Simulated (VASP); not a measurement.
# Si3Mo in VASP: notebook, part 2 of 2

VASP 6.6.1. The steps go on from the part before.

**5. Relaxation of the atoms, PBE**

File INCAR:

```
SYSTEM = Si3Mo
  PREC = Accurate
  ENCUT = 450
  EDIFF = 1E-7
  ISMEAR = 0
  SIGMA = 0.1
  LREAL = .False.
  LASPH = .True.
  NELM = 120
  ALGO = Normal
  ISIF = 2
  LWAVE = .False.
  LCHARG = .False.
  LDIPOL = .True.
  IDIPOL = 3
  DIPOL = 0.5 0.5 0.500
  GGA = PE
  IBRION = 2
  NSW = 80
  EDIFFG = -0.02
  GGA_COMPAT = .False.
  NELMIN = 4
  NELMDL = -8
```

File KPOINTS:

```
regular mesh
0
Gamma
  11 11 1
  0 0 0
```

File POSCAR:

```
Si3Mo
1.0
    3.2168473669      0.0000000000      0.0000000000
    0.0000000000      3.2168473669      0.0000000000
    0.0000000000      0.0000000000     24.2129944606
Si Mo
6 2
Direct
    0.5000000000      0.5000000000      0.3097510311
    0.0000000000      0.0000000000      0.3650921602
    0.0000000000      0.0000000000      0.4723294355
    0.5000000000      0.5000000000      0.5276705645
    0.5000000000      0.5000000000      0.6349078398
    0.0000000000      0.0000000000      0.6902489689
    0.5000000000      0.5000000000      0.4187107978
    0.0000000000      0.0000000000      0.5812892022
```

Potentials or basis: VASP PAW PBE potentials, release 64 (Si, Mo_sv).

Started as:

```sh
$ cat potpaw_PBE.64/Si/POTCAR potpaw_PBE.64/Mo_sv/POTCAR > POTCAR
$ mpirun -np 1 vasp_std > vasp.out
```

OUTCAR:

```text
SYSTEM = Si3Mo
   PREC = Accurate
   ENCUT = 450
   EDIFF = 1E-7
   ISMEAR = 0
   LREAL = .False.
   LASPH = .True.
   NELM = 120
   ISIF = 2
   GGA = PE
   IBRION = 2
   NSW = 80
   EDIFFG = -0.02
   NELMIN = 4
   NELMDL = -8

 ion  position               nearest neighbor table
   1  0.500  0.500  0.310-   7 2.64   2 2.64   2 2.64   2 2.64   2 2.64
   2  0.000  0.000  0.365-   3 2.60   7 2.62   7 2.62   7 2.62   7 2.62   1 2.64   1 2.64   1 2.64
                             1 2.64
   3  0.000  0.000  0.472-   2 2.60   7 2.62   7 2.62   7 2.62   7 2.62   8 2.64   4 2.64   4 2.64
                             4 2.64   4 2.64
   4  0.500  0.500  0.528-   5 2.60   8 2.62   8 2.62   8 2.62   8 2.62   7 2.64   3 2.64   3 2.64
                             3 2.64   3 2.64
   5  0.500  0.500  0.635-   4 2.60   8 2.62   8 2.62   8 2.62   8 2.62   6 2.64   6 2.64   6 2.64
                             6 2.64
   6  0.000  0.000  0.690-   8 2.64   5 2.64   5 2.64   5 2.64   5 2.64
   7  0.500  0.500  0.419-   2 2.62   2 2.62   2 2.62   2 2.62   3 2.62   3 2.62   3 2.62   3 2.62
                             4 2.64   1 2.64
   8  0.000  0.000  0.581-   5 2.62   5 2.62   5 2.62   5 2.62   4 2.62   4 2.62   4 2.62   4 2.62
                             3 2.64   6 2.64

  LATTYP: Found a simple tetragonal cell.
 ALAT       =     3.2168473669
 C/A-ratio  =     7.5269329561

  Lattice vectors:

 A1 = (   3.2168473669,   0.0000000000,   0.0000000000)
 A2 = (   0.0000000000,   3.2168473669,   0.0000000000)
 A3 = (   0.0000000000,   0.0000000000,  24.2129944606)

Analysis of symmetry for initial positions (statically):
=====================================================================
 Subroutine PRICEL returns:
 Original cell was already a primitive cell.

 Routine SETGRP: Setting up the symmetry group for a
 simple tetragonal supercell.

 Subroutine GETGRP returns: Found 16 space group operations
 (whereof  8 operations were pure point group operations)
 out of a pool of 16 trial point group operations.

The static configuration has the point symmetry C_4v.
 The point group associated with its full space group is D_4h.

Analysis of symmetry for dynamics (positions and initial velocities):
=====================================================================
 Subroutine PRICEL returns:
 Original cell was already a primitive cell.

 Routine SETGRP: Setting up the symmetry group for a
 simple tetragonal supercell.

 Subroutine GETGRP returns: Found 16 space group operations
 (whereof  8 operations were pure point group operations)
 out of a pool of 16 trial point group operations.

The dynamic configuration has the point symmetry C_4v.
 The point group associated with its full space group is D_4h.

 Subroutine INISYM returns: Found 16 space group operations
 (whereof  8 operations are pure point group operations),
 and found     1 'primitive' translations

----------------------------------------------------------------------------------------

                                     Primitive cell

  volume of cell :     250.5587

  direct lattice vectors                    reciprocal lattice vectors
     3.216847367  0.000000000  0.000000000     0.310863366  0.000000000  0.000000000
[... 103 lines left out ...]
   TEBEG  =    0.0;   TEEND  =   0.0 temperature during run
   PSTRESS=    0.0 pullay stress
   NELECT =      52.0000    total number of electrons
   NUPDOWN=      -1.0000    fix difference up-down
   EMIN   =  10.00;   EMAX   =-10.00  energy-range for DOS
   EFERMI =   0.00;   METHOD = LEGACY
   ISMEAR =     0;   SIGMA  =   0.10  broadening in eV -4-tet -1-fermi 0-gaus
   EFERMI_NEDOS =   21; number of points for ismear=-14 and -15
   IALGO  =     38    algorithm
   IMIX   =      4    mixing-type and parameters
     AMIX     =   0.40;   BMIX     =  1.00
     AMIX_MAG =   1.60;   BMIX_MAG =  1.00
  volume/ion in A,a.u.               =      31.32       211.36
  Fermi-wavevector in a.u.,A,eV,Ry     =   0.969258  1.831632 12.782149  0.939461
  Thomas-Fermi vector in A             =   2.099296
   LORBIT       =      0    0 simple, 1 ext, 2 COOP (PROOUT), +10 PAW based schemes
   GGA     = PE    functional components
   LHFCALC =     F    Hartree Fock is set to
   AEXX    =    0.0000 exact exchange contribution
   IVDW    =     0    specifies the selected vdW correction
   LEPSILON=     F    determine dielectric tensor
   LRPA    =     F    only Hartree local field effects (RPA)
 conjugate gradient relaxation of ions
 non-spin polarized calculation
 Gauss-broadening in eV      SIGMA  =   0.10
  energy-cutoff  :      450.00
  volume of cell :      250.56
 maximum number of plane-waves:      5483
 NGX is ok and might be reduce to    24
   NGX = 11   NGY = 11   NGZ = 83

--------------------------------------- Ionic step        1  -------------------------------------------

 number of electron      52.0000007 magnetization

 Free energy of the ion-electron system (eV)
  ---------------------------------------------------
  ext. energy  EPLUGINS =         0.00000000
  ---------------------------------------------------
  free energy    TOTEN  =       -54.27024255 eV

  energy without entropy =      -54.24529315  energy(sigma->0) =      -54.25776785

------------------------ aborting loop because EDIFF is reached ----------------------------------------

  FORCE on cell =-STRESS in cart. coord.  units (eV):
  Direction    XX          YY          ZZ          XY          YZ          ZX
  --------------------------------------------------------------------------------------
  -------------------------------------------------------------------------------------
  Total       -2.3442218     -2.3442218      2.2429074      0.0000000      0.0000000      0.0000000
  in kB      -14.9899394    -14.9899394     14.3420924      0.0000000      0.0000000      0.0000000
  external PRESSURE =      -5.2125955 kB  Pullay stress =       0.0000000 kB
[... 281 lines left out ...]
--------------------------------------- Ionic step        8  -------------------------------------------

 number of electron      52.0000006 magnetization

 dipolmoment           0.000000      0.000000     -0.000000 electrons x Angstroem

------------------------ aborting loop because EDIFF is reached ----------------------------------------

  FORCE on cell =-STRESS in cart. coord.  units (eV):
  Direction    XX          YY          ZZ          XY          YZ          ZX
  --------------------------------------------------------------------------------------
  -------------------------------------------------------------------------------------
  Total       -2.6788451     -2.6788451      0.1580445      0.0000000     -0.0000000     -0.0000000
  in kB      -17.1296610    -17.1296610      1.0106029      0.0000000     -0.0000000     -0.0000000
  external PRESSURE =     -11.0829064 kB  Pullay stress =       0.0000000 kB
[... 29 lines left out ...]
--------------------------------------- Ionic step        9  -------------------------------------------

 number of electron      52.0000005 magnetization

 dipolmoment           0.000000      0.000000      0.000000 electrons x Angstroem

 Free energy of the ion-electron system (eV)
  ---------------------------------------------------
  ext. energy  EPLUGINS =         0.00000000
  ---------------------------------------------------
  free energy    TOTEN  =       -54.29117191 eV

  energy without entropy =      -54.26682926  energy(sigma->0) =      -54.27900058

 E-fermi :   2.1352     XC(G=0):  -6.1676

 val. band max:        2.1276387107   @ k =   0.4545   0.3636   0.0000
 cond. band min:       2.1413336325   @ k =   0.1818   0.0000   0.0000
 fundamental gap:      0.0136949218
 Fermi energy:         2.1352360563

 k-point     1 :       0.0000    0.0000    0.0000
  band No.  band energies     occupation
      1     -58.3932      2.00000
      2     -58.3930      2.00000
      3     -32.5263      2.00000
      4     -32.5162      2.00000
      5     -32.4702      2.00000
      6     -32.4702      2.00000
[... 703 lines left out ...]
     30       2.6712      0.00000
     31       4.5044      0.00000

------------------------ aborting loop because EDIFF is reached ----------------------------------------

 vacuum level on the upper side and lower side of the slab       (xc-potential included)        -0.100        -0.100

  FORCE on cell =-STRESS in cart. coord.  units (eV):
  Direction    XX          YY          ZZ          XY          YZ          ZX
  --------------------------------------------------------------------------------------
  -------------------------------------------------------------------------------------
  Total       -2.8022029     -2.8022029     -0.1932689      0.0000000      0.0000000      0.0000000
  in kB      -17.9184628    -17.9184628     -1.2358426      0.0000000      0.0000000      0.0000000
  external PRESSURE =     -12.3575894 kB  Pullay stress =       0.0000000 kB
[... 23 lines left out ...]
  FREE ENERGIE OF THE ION-ELECTRON SYSTEM (eV)
  ---------------------------------------------------
  free  energy   TOTEN  =       -54.2911719100 eV

  energy  without entropy=      -54.2668292567  energy(sigma->0) =      -54.27900058

 reached required accuracy - stopping structural energy minimisation

 vacuum level on the upper side and lower side of the slab         7.193         7.193
```

Wall time 11 min (1 thread of Intel Xeon 6975P-C (Granite Rapids), shared host); peak memory 0.37 GiB.

Results:

```yaml
Free_energy: -54.2912 eV
Energy_gained_by_relaxing: 2.6 meV/atom
Ionic_steps: 9
Largest_force_after_relaxing: 0.014 eV/Å
Band_gap_on_the_k_mesh: zero (bands 26 and 27 overlap by 1.03 eV)
```

Forces in eV/Å, atoms in the order of the input:
```
Si   0.000  0.000  0.014
Si   0.000  0.000 -0.008
Si   0.000  0.000 -0.008
Si   0.000  0.000  0.008
Si   0.000  0.000  0.008
Si   0.000  0.000 -0.014
Mo   0.000  0.000  0.014
Mo   0.000  0.000 -0.014
```

Step by step:
```
step  energy change (eV)  largest force (eV/Å)  pressure (GPa)
   1              0.0000                0.3634           -0.52
   2             -0.0108                0.2006           -0.67
   3             -0.0143                0.1414           -0.81
   4             -0.0179                0.0960           -0.87
   5             -0.0190                0.0896           -0.93
   6             -0.0203                0.0516           -1.03
   7             -0.0204                0.0451           -1.05
   8             -0.0208                0.0252           -1.11
   9             -0.0209                0.0143           -1.24
```

Final structure:
```
Si Mo
1.0
     3.21685    0.00000    0.00000
     0.00000    3.21685    0.00000
     0.00000    0.00000   24.21299
Si Mo
6 2
Direct
  0.50000 0.50000 0.30865
  0.00000 0.00000 0.36262
  0.00000 0.00000 0.47214
  0.50000 0.50000 0.52786
  0.50000 0.50000 0.63738
  0.00000 0.00000 0.69135
  0.50000 0.50000 0.41778
  0.00000 0.00000 0.58222
```

**6. Overview**

```tsv
task	cell	cutoff (eV)	electric field (eV/Å)	gap on the mesh (eV)	largest force (eV/Å)
single point	as given, atomic positions A	520	-	none	0.36
single point	as given, atomic positions B	520	-	none	0.01
single point	as given, atomic positions A	520	-0.6 eV/Å	none	0.37
relaxation of the atoms	atoms relaxed, atomic positions A	450	-	none	0.01
```

Alike in all rows: level PBE; potentials or basis VASP PAW PBE potentials, release 64 (Si, Mo_sv); no spin polarisation; k mesh 11 × 11 × 1; smearing gaussian 0.1 eV.

Absolute energies hang on the potentials; compare differences alone.
